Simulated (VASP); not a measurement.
# H6C in VASP: a series of runs, part 2 of 2

VASP 6.6.1.

### Step 3. Single point, PBE+D3(BJ)

INCAR

```
PREC     = Accurate       # precision mode
ENCUT    = 520            # plane-wave cutoff, eV
EDIFF    = 1E-6           # SCF threshold, eV
ISMEAR   = -1             # smearing method
SIGMA    = 0.05           # smearing width, eV
LREAL    = Auto         
LASPH    = T              # aspherical terms in the spheres
NELM     = 80             # most SCF steps
ALGO     = Normal         # electronic algorithm
ISIF     = 2              # what is computed and relaxed
LWAVE    = F              # write WAVECAR
LCHARG   = F              # write CHGCAR
GGA      = PE             # functional
IVDW     = 12             # dispersion correction
NBANDS   = 40             # bands
```

KPOINTS

```
regular mesh
0
Gamma
  1 1 1
```

POSCAR

```
H6C
1.0
    7.1919660000      0.0000000000      0.0000000000
    0.0000000000      7.1919660000      0.0000000000
    0.0000000000      0.0000000000      7.1919660000
H C
24 4
Direct
    1.0171488575      0.1470946887      0.9564422301
    1.0572213495      0.2425623258      0.9892983365
   -0.1742221807     -0.0105117293      0.7173421009
   -0.1600674975      0.0616243180      0.6480981695
    0.2988890659      0.3697041949      0.2970675890
    0.3073290391      0.2734022936      0.3258914183
    0.3807581960      0.0428116596      0.9016727832
    0.3839284001     -0.0581204082      0.9161611721
    0.0671304620      0.7837217250      0.9159804148
   -0.1800342215      0.8168698239      0.9775074020
   -0.0607900538      0.5958176109      0.9994485513
   -0.1139883031      0.6977368914      0.7693445714
    0.4027271542      0.9971960379      0.2245144096
    0.1750703493      0.9592509197      0.2103458220
    0.2914084966      0.9702493032      0.4463313647
    0.3273791895      0.7715414672      0.2959552367
    0.3248624924      0.5900472833      0.8536747810
    0.2287969659      0.4972492918      0.6510041900
    0.4385727074      0.3919234323      0.7781460591
    0.4667847429      0.5868214616      0.6420080406
    0.6853063543      0.3996820897      0.2063830669
    0.8520062525      0.2474983892      0.3116950219
    0.6080117731      0.2365556233      0.3967204517
    0.7800787712      0.4348463271      0.4328997106
   -0.0751672074      0.7206374446      0.9123374610
    0.2942728038      0.9278269669      0.2995008597
    0.3638087277      0.5122243348      0.7235156562
    0.7228899580      0.3255438082      0.3356384054
```

Potentials or basis: VASP PAW PBE potentials, release 64 (H, C).

Launch:

```
cat potpaw_PBE.64/H/POTCAR potpaw_PBE.64/C/POTCAR > POTCAR
mpirun -np 1 vasp_gam > vasp.out
```

OUTCAR:

```text
PREC = Accurate
   ENCUT = 520
   EDIFF = 1E-6
   ISMEAR = -1
   LREAL = Auto
   LASPH = T
   NELM = 80
   ISIF = 2
   GGA = PE
   IVDW = 12
 IVDW          = 12

 ion  position               nearest neighbor table
   1  0.017  0.147  0.956-   2 0.78
   2  0.057  0.243  0.989-   1 0.78
   3  0.826  0.989  0.717-   4 0.73
   4  0.840  0.062  0.648-   3 0.73
   5  0.299  0.370  0.297-   6 0.73
   6  0.307  0.273  0.326-   5 0.73
[... 16 lines left out ...]
  23  0.608  0.237  0.397-  28 1.13
  24  0.780  0.435  0.433-  28 1.13
  25  0.925  0.721  0.912-  12 1.08  11 1.10   9 1.12  10 1.13
  26  0.294  0.928  0.300-  13 1.07  14 1.09  15 1.10  16 1.15
  27  0.364  0.512  0.724-  20 1.09  19 1.09  18 1.11  17 1.13
  28  0.723  0.326  0.336-  22 1.10  21 1.11  24 1.13  23 1.13

  LATTYP: Found a simple cubic cell.
 ALAT       =     7.1919660000

  Lattice vectors:

 A1 = (   7.1919660000,   0.0000000000,   0.0000000000)
 A2 = (   0.0000000000,   7.1919660000,   0.0000000000)
 A3 = (   0.0000000000,   0.0000000000,   7.1919660000)

Analysis of symmetry for initial positions (statically):
=====================================================================
 Subroutine PRICEL returns:
 Original cell was already a primitive cell.

 Routine SETGRP: Setting up the symmetry group for a
 simple cubic supercell.

 Subroutine GETGRP returns: Found  1 space group operations
 (whereof  1 operations were pure point group operations)
 out of a pool of 48 trial point group operations.

The static configuration has the point symmetry C_1 .

Analysis of symmetry for dynamics (positions and initial velocities):
=====================================================================
 Subroutine PRICEL returns:
 Original cell was already a primitive cell.

 Routine SETGRP: Setting up the symmetry group for a
 simple cubic supercell.
[... 155 lines left out ...]
  Fermi-wavevector in a.u.,A,eV,Ry     =   0.778480  1.471113  8.245544  0.606030
  Thomas-Fermi vector in A             =   1.881384
   LORBIT       =      0    0 simple, 1 ext, 2 COOP (PROOUT), +10 PAW based schemes
   GGA     = PE    functional components
   LHFCALC =     F    Hartree Fock is set to
   AEXX    =    0.0000 exact exchange contribution
   IVDW    =    12    specifies the selected vdW correction
   LEPSILON=     F    determine dielectric tensor
   LRPA    =     F    only Hartree local field effects (RPA)
 non-spin polarized calculation
  energy-cutoff  :      520.00
  volume of cell :      372.00
 maximum number of plane-waves:      4970
 NGX is ok and might be reduce to    54
   NGX = 27   NGY = 27   NGZ = 27

 number of electron      40.0000001 magnetization

 Free energy of the ion-electron system (eV)
  ---------------------------------------------------
  ext. energy  EPLUGINS =         0.00000000
  ---------------------------------------------------
  free energy    TOTEN  =      -122.75596617 eV

  energy without entropy =     -122.75596617  energy(sigma->0) =     -122.75596617

 E-fermi :  -5.6951     XC(G=0):  -5.2629

 val. band max:       -6.9299894100   @ k =   0.0000   0.0000   0.0000
 cond. band min:       0.7512359674   @ k =   0.0000   0.0000   0.0000
 fundamental gap:      7.6812253775
 Fermi energy:        -5.6950594365

 k-point     1 :       0.0000    0.0000    0.0000
  band No.  band energies     occupation
      1     -15.4615      2.00000
      2     -15.3404      2.00000
      3     -15.2353      2.00000
      4     -15.1333      2.00000
      5      -9.1547      2.00000
      6      -8.9345      2.00000
[... 24 lines left out ...]
     31       3.8731      0.00000
     32       4.1137      0.00000
 [bands above 32 left out]

------------------------ aborting loop because EDIFF is reached ----------------------------------------

 Edisp (eV)   -0.61575

 E8    (eV) :    -0.1217

  FORCE on cell =-STRESS in cart. coord.  units (eV):
  Direction    XX          YY          ZZ          XY          YZ          ZX
  --------------------------------------------------------------------------------------
  -------------------------------------------------------------------------------------
  Total      -3.02742    -1.00868    -1.47155     0.03023    -0.44911    -0.59870
  in kB     -13.03889    -4.34433    -6.33784     0.13019    -1.93428    -2.57856
  external pressure =       -7.91 kB  Pullay stress =        0.00 kB

 VOLUME and BASIS-vectors are now :
 -----------------------------------------------------------------------------
  energy-cutoff  :      520.00
  volume of cell :      372.00
      direct lattice vectors                 reciprocal lattice vectors
     7.191966000  0.000000000  0.000000000     0.139044039  0.000000000  0.000000000
     0.000000000  7.191966000  0.000000000     0.000000000  0.139044039  0.000000000
     0.000000000  0.000000000  7.191966000     0.000000000  0.000000000  0.139044039

 POSITION                                       TOTAL-FORCE (eV/Angst)
 -----------------------------------------------------------------------------------
      0.12333      1.05790      6.87870         0.318966      0.803334      0.263320
      0.41153      1.74450      7.11500        -0.341238     -0.755334     -0.270822
      5.93897      7.11637      5.15910        -0.149350     -0.520691      0.505583
      6.04077      0.44320      4.66110         0.086833      0.668838     -0.650166
      2.14960      2.65890      2.13650        -0.143509      1.056949     -0.292136
      2.21030      1.96630      2.34380        -0.019009     -0.864584      0.244831
[... 20 lines left out ...]
      2.61650      3.68390      5.20350        -0.504378      0.788089      1.353030
      5.19900      2.34130      2.41390         0.607453      0.545639      0.727833
 -----------------------------------------------------------------------------------
    total drift:                               -0.004204     -0.010781      0.002693

  FREE ENERGIE OF THE ION-ELECTRON SYSTEM (eV)
  ---------------------------------------------------
  free  energy   TOTEN  =      -123.3717187967 eV

  energy  without entropy=     -123.3717187967  energy(sigma->0) =     -123.37171880
```

stdout:

```text
POSCAR found type information on POSCAR H C
 POSCAR found :  2 types and      28 ions
 scaLAPACK will be used
 LDA part: xc-table for (Slater+PW92), standard interpolation
 POSCAR, INCAR and KPOINTS ok, starting setup
 FFT: planning ... GRIDC
 FFT: planning ... GRID_SOFT
 FFT: planning ... GRID
 WAVECAR not read
 entering main loop
```

It took 41 s on 1 thread of Intel Xeon 6975P-C, shared host; peak memory 0.34 GiB.

What came out:

* Free energy: -123.3717 eV
* Pressure: -0.8 GPa
* Largest force: 1.769 eV/Å
* Band gap on the k mesh: 7.68 eV
* Dispersion energy per atom: -0.022 eV

Forces in eV/Å, atoms in the order of the input:
```
H    0.319  0.803  0.263
H   -0.341 -0.755 -0.271
H   -0.149 -0.521  0.506
H    0.087  0.669 -0.650
H   -0.144  1.057 -0.292
H   -0.019 -0.865  0.245
H   -0.010  0.630 -0.201
H    0.059 -0.645 -0.027
H   -0.731  0.069 -0.103
H    0.665 -0.485 -0.255
H   -0.363 -0.190 -0.316
H   -0.126 -0.480 -0.411
H    1.025  0.332 -0.003
H   -0.548 -0.161  0.638
H   -0.371  0.162 -0.235
H   -0.404  1.205 -0.050
H    0.454  0.019 -0.671
H    0.663 -0.604 -0.052
H   -0.495 -0.702 -0.339
H   -0.069  0.471 -0.232
H   -0.199 -0.378  0.223
H   -0.270 -0.510 -0.307
H    0.972  0.848 -0.457
H   -0.950 -0.499 -0.167
C    0.534  0.934  1.216
C    0.308 -1.737 -0.133
C   -0.504  0.788  1.353
C    0.607  0.546  0.728
```

Caveat: the k points lie up to 0.87 Å⁻¹ apart.
